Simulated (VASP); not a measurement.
# Ti3H in VASP: notebook, part 2 of 2

VASP 6.6.1. The steps go on from the part before.

### Step 4. Single point, PBE

The input, INCAR:

```
SYSTEM = Ti3H
PREC = Accurate ; ENCUT = 520
EDIFF = 1E-7 ; ISMEAR = 0
SIGMA = 0.1 ; LREAL = .FALSE.
LASPH = .TRUE. ; NELM = 60
ALGO = Normal ; ISIF = 2
LWAVE = .FALSE. ; LCHARG = .FALSE.
LDIPOL = .TRUE. ; IDIPOL = 3
DIPOL = 0.5 0.5 0.311 ; GGA = PE
NBANDS = 47
```

The input, KPOINTS:

```
Automatic mesh
0
G
  6 6 1
  0 0 0
```

The input, POSCAR:

```
Ti3H
1.0
    4.6037402166      0.0000000000      0.0000000000
   -2.3018701083      3.9869559800      0.0000000000
    0.0000000000      0.0000000000     22.4968207969
Ti H
6 2
Direct
    0.6666666667      0.3333333333      0.1778029010
    0.3333333333      0.6666666667      0.2195747826
    0.0000000000      0.0000000000      0.2613466643
    0.6666666667      0.3333333333      0.2980472831
    0.3333333333      0.6666666667      0.3304570154
    0.0000000000      0.0000000000      0.3776898467
    0.2173927505      0.7826072495      0.4119169051
    0.4492739162      0.5507260838      0.4119169051
```

Potentials or basis: VASP PAW PBE potentials, release 64 (Ti_sv, H).

Command:

```
$ cat potpaw_PBE.64/Ti_sv/POTCAR potpaw_PBE.64/H/POTCAR > POTCAR
$ mpirun -np 1 vasp_std > vasp.out
```

OUTCAR:

```text
SYSTEM = Ti3H
   PREC = Accurate
   ENCUT = 520
   EDIFF = 1E-7
   ISMEAR = 0
   LREAL = .FALSE.
   LASPH = .TRUE.
   NELM = 60
   ISIF = 2
   GGA = PE

 ion  position               nearest neighbor table
   1  0.667  0.333  0.178-   4 2.71   2 2.82   2 2.82   2 2.82
   2  0.333  0.667  0.220-   5 2.49   1 2.82   1 2.82   3 2.82   1 2.82   3 2.82   3 2.82
   3  0.000  0.000  0.261-   6 2.62   4 2.78   4 2.78   4 2.78   2 2.82   2 2.82   2 2.82
   4  0.667  0.333  0.298-   1 2.71   5 2.76   5 2.76   5 2.76   3 2.78   3 2.78   3 2.78
[... 859 lines left out ...]
  Total       -2.6546057     -4.2795290     -2.2059824     -1.4072249     -0.5094757      0.8824376
  in kB      -10.2999995    -16.6047813     -8.5593193     -5.4601012     -1.9767904      3.4239009
  external PRESSURE =     -11.8213667 kB  Pullay stress =       0.0000000 kB

 VOLUME and BASIS-vectors are now :
 -----------------------------------------------------------------------------
  energy-cutoff  :      520.00
  volume of cell :      412.93
      direct lattice vectors                 reciprocal lattice vectors
     4.603740217  0.000000000  0.000000000     0.217214689  0.125408959  0.000000000
    -2.301870108  3.986955980  0.000000000     0.000000000  0.250817918  0.000000000
     0.000000000  0.000000000 22.496820797     0.000000000  0.000000000  0.044450725

 POSITION                                       TOTAL-FORCE (eV/Angst)
 -----------------------------------------------------------------------------------
      2.30187      1.32899      4.00000        -0.055640      0.032124      0.056303
     -0.00000      2.65797      4.93973        -0.032692      0.018875      0.163598
      0.00000      0.00000      5.87947        -0.036337      0.020979     -0.621965
      2.30187      1.32899      6.70512         0.045300     -0.026154     -0.513550
     -0.00000      2.65797      7.43423        -0.287133      0.165776      2.162936
      0.00000      0.00000      8.49682         0.110778     -0.063958      0.786799
     -0.80064      3.12022      9.26682        -0.037288      0.021528     -0.917150
      0.80064      2.19572      9.26682         0.293012     -0.169171     -1.116971
 -----------------------------------------------------------------------------------
    total drift:                                0.000009     -0.000006      0.000460

  FREE ENERGIE OF THE ION-ELECTRON SYSTEM (eV)
  ---------------------------------------------------
  free  energy   TOTEN  =       -49.2871786214 eV

  energy  without entropy=      -49.2177610419  energy(sigma->0) =      -49.25246983

 vacuum level on the upper side and lower side of the slab         3.327         2.844
```

OSZICAR:

```text
N       E                     dE             d eps       ncg     rms          rms(c)
DAV:   1     0.828104366410E+03    0.82810E+03   -0.39680E+04  1566   0.147E+03
DAV:   2     0.602772785014E+02   -0.76783E+03   -0.74993E+03  1306   0.470E+02
DAV:   3    -0.399050021292E+02   -0.10018E+03   -0.98575E+02  1997   0.150E+02
DAV:   4    -0.587670935551E+02   -0.18862E+02   -0.18713E+02  1860   0.542E+01
[... 27 lines left out ...]
DAV:  32    -0.492871771881E+02   -0.16884E-05   -0.13387E-07  1100   0.157E-03    0.623E-04
DAV:  33    -0.492871781057E+02   -0.91765E-06   -0.70395E-08  1020   0.127E-03    0.202E-04
DAV:  34    -0.492871783526E+02   -0.24689E-06   -0.15600E-08   932   0.615E-04    0.131E-04
DAV:  35    -0.492871785248E+02   -0.17214E-06   -0.11982E-08   940   0.425E-04    0.768E-05
DAV:  36    -0.492871786214E+02   -0.96599E-07   -0.61526E-09   916   0.376E-04
   1 F= -.49287179E+02 E0= -.49252470E+02  d E =-.694176E-01
```

stdout:

```text
POSCAR found type information on POSCAR TiH
 POSCAR found :  2 types and       8 ions
 scaLAPACK will be used
 LDA part: xc-table for (Slater+PW92), standard interpolation
 POSCAR, INCAR and KPOINTS ok, starting setup
 FFT: planning ... GRIDC
 FFT: planning ... GRID_SOFT
 FFT: planning ... GRID
 WAVECAR not read
 entering main loop
```

It took 11 min on 1 thread of Intel Xeon 6975P-C (Granite Rapids), shared host; peak memory 0.54 GiB.

What came out:

```yaml
Free_energy: -49.2872 eV
Largest_force: 2.188 eV/Å
Band_gap_on_the_k_mesh: zero (bands 37 and 38 overlap by 0.14 eV)
```

Forces in eV/Å, atoms in the order of the input:
```
Ti  -0.056  0.032  0.056
Ti  -0.033  0.019  0.164
Ti  -0.036  0.021 -0.622
Ti   0.045 -0.026 -0.514
Ti  -0.287  0.166  2.163
Ti   0.111 -0.064  0.787
H   -0.037  0.022 -0.917
H    0.293 -0.169 -1.117
```

Levels at points of the mesh, in eV from the Fermi level:
| k point | band 35 | band 36 | band 37 | band 38 | band 39 | band 40 |
| --- | --- | --- | --- | --- | --- | --- |
| (0.00, 0.00, 0.00) | -0.49 | -0.30 | -0.21 | -0.06 | -0.01 | 0.23 |
| (0.50, 0.00, 0.00) | -0.40 | -0.27 | -0.14 | -0.07 | 0.05 | 0.40 |
| (0.50, 0.50, 0.00) | -0.40 | -0.25 | -0.04 | 0.01 | 0.36 | 0.38 |

### Step 5. Single point, PBE

The input, INCAR:

```
SYSTEM = Ti3H
  PREC = Accurate
  ENCUT = 520
  EDIFF = 1E-6
  ISMEAR = 0
  SIGMA = 0.1
  LREAL = .False.
  LASPH = .True.
  NELM = 100
  ALGO = Normal
  ISIF = 2
  LWAVE = .False.
  LCHARG = .False.
  LDIPOL = .True.
  IDIPOL = 3
  DIPOL = 0.5 0.5 0.318
  GGA = PE
  NBANDS = 47
```

The input, KPOINTS:

```
regular mesh
0
Gamma
  6 6 1
  0 0 0
```

Changes to POSCAR since step 4:

```diff
@@ -14,3 +14,3 @@
     0.0000000000      0.0000000000      0.3776898467
-    0.2173927505      0.7826072495      0.4119169051
-    0.4492739162      0.5507260838      0.4119169051
+    0.2173927505      0.7826072495      0.4403653692
+    0.4492739162      0.5507260838      0.4403653692
```

Command:

```
$ cat potpaw_PBE.64/Ti_sv/POTCAR potpaw_PBE.64/H/POTCAR > POTCAR
$ mpirun -np 1 vasp_std > vasp.out
```

It took 10 min on 1 thread of Intel Xeon 6975P-C (Granite Rapids), shared host; peak memory 0.54 GiB.

It converged, with:

```yaml
Free_energy: -47.4109 eV
Largest_force: 2.284 eV/Å
Band_gap_on_the_k_mesh: zero (bands 37 and 38 overlap by 0.18 eV)
```

Forces on the atoms (eV/Å):
```
Ti  -0.034  0.019  0.080
Ti  -0.017  0.010  0.201
Ti   0.001 -0.001 -0.610
Ti   0.055 -0.032 -0.468
Ti  -0.165  0.095  2.276
Ti   0.419 -0.242  1.667
H   -0.144  0.083 -1.499
H   -0.114  0.066 -1.646
```

Levels at points of the mesh, in eV from the Fermi level:
| k point | band 35 | band 36 | band 37 | band 38 | band 39 | band 40 |
| --- | --- | --- | --- | --- | --- | --- |
| (0.00, 0.00, 0.00) | -0.50 | -0.31 | -0.18 | -0.09 | -0.04 | 0.01 |
| (0.50, 0.00, 0.00) | -0.34 | -0.27 | -0.11 | -0.04 | 0.07 | 0.40 |
| (0.50, 0.50, 0.00) | -0.40 | -0.25 | -0.07 | 0.01 | 0.24 | 0.37 |

### Step 6. Single point, PBE

The input, INCAR:

```
SYSTEM = Ti3H
ALGO     = Normal         ! electronic algorithm
DIPOL    = 0.5 0.5 0.311
EDIFF    = 1E-6           ! SCF threshold, eV
ENCUT    = 520            ! plane-wave cutoff, eV
GGA      = PE             ! functional
IDIPOL   = 3            
ISIF     = 2              ! what is computed and relaxed
ISMEAR   = 0              ! smearing method
LASPH    = .True.         ! aspherical terms in the spheres
LCHARG   = .True.         ! write CHGCAR
LDIPOL   = .True.       
LELF     = .True.         ! ELF
LREAL    = .False.        ! projectors in reciprocal space
LVACPOTAV= .True.       
LVHAR    = .True.       
LWAVE    = .False.        ! write WAVECAR
NBANDS   = 47             ! bands
NELM     = 60             ! most SCF steps
PREC     = Accurate       ! precision mode
SIGMA    = 0.1            ! smearing width, eV
```

The input, KPOINTS:

```
k-points
0
Gamma
  6 6 1
  0 0 0
```

Changes to POSCAR since step 5:

```diff
@@ -14,3 +14,3 @@
     0.0000000000      0.0000000000      0.3776898467
-    0.2173927505      0.7826072495      0.4403653692
-    0.4492739162      0.5507260838      0.4403653692
+    0.1671664623      0.8328335377      0.4119169051
+    0.4995002043      0.5004997957      0.4119169051
```

Potentials or basis: VASP PAW PBE potentials, release 64 (Ti_sv, H).

Command:

```
$ cat potpaw_PBE.64/Ti_sv/POTCAR potpaw_PBE.64/H/POTCAR > POTCAR
$ mpirun -np 1 vasp_std > vasp.out
```

It took 12 min on 1 thread of Intel Xeon 6975P-C (Granite Rapids), shared host; peak memory 0.54 GiB.

Results (log left out):

| Quantity | Value |
| --- | --- |
| Free energy | -48.6717 eV |
| Largest force | 3.662 eV/Å |
| Band gap on the k mesh | zero (bands 37 and 38 overlap by 0.17 eV) |

Forces on the atoms (eV/Å):
```
Ti  -0.041  0.024  0.053
Ti  -0.049  0.028  0.299
Ti  -0.004  0.002 -0.757
Ti  -0.050  0.029 -0.453
Ti  -0.169  0.098  1.968
Ti  -2.454  1.417 -0.521
H    3.109 -1.795  0.722
H   -0.343  0.198 -1.312
```

Levels at points of the mesh, in eV from the Fermi level:
```tsv
k point	band 35	band 36	band 37	band 38	band 39	band 40
(0.00, 0.00, 0.00)	-0.50	-0.25	-0.20	-0.06	0.00	0.19
(0.50, 0.00, 0.00)	-0.41	-0.29	-0.15	-0.08	0.04	0.37
(0.50, 0.50, 0.00)	-0.41	-0.23	-0.02	0.00	0.29	0.38
```

### Step 7. Summary

| cell | gap on the mesh (eV) | largest force (eV/Å) |
| --- | --- | --- |
| as given, atomic positions A | none | 3.44 |
| as given, atomic positions B | none | 4.48 |
| as given, atomic positions C | none | 2.19 |
| as given, atomic positions D | none | 2.28 |
| as given, atomic positions E | none | 3.66 |

Alike in all rows: task single point; level PBE; potentials or basis VASP PAW PBE potentials, release 64 (Ti_sv, H); no spin polarisation; k mesh 6 × 6 × 1; cutoff (eV) 520; smearing gaussian 0.1 eV.

Absolute energies hang on the potentials; compare differences alone.
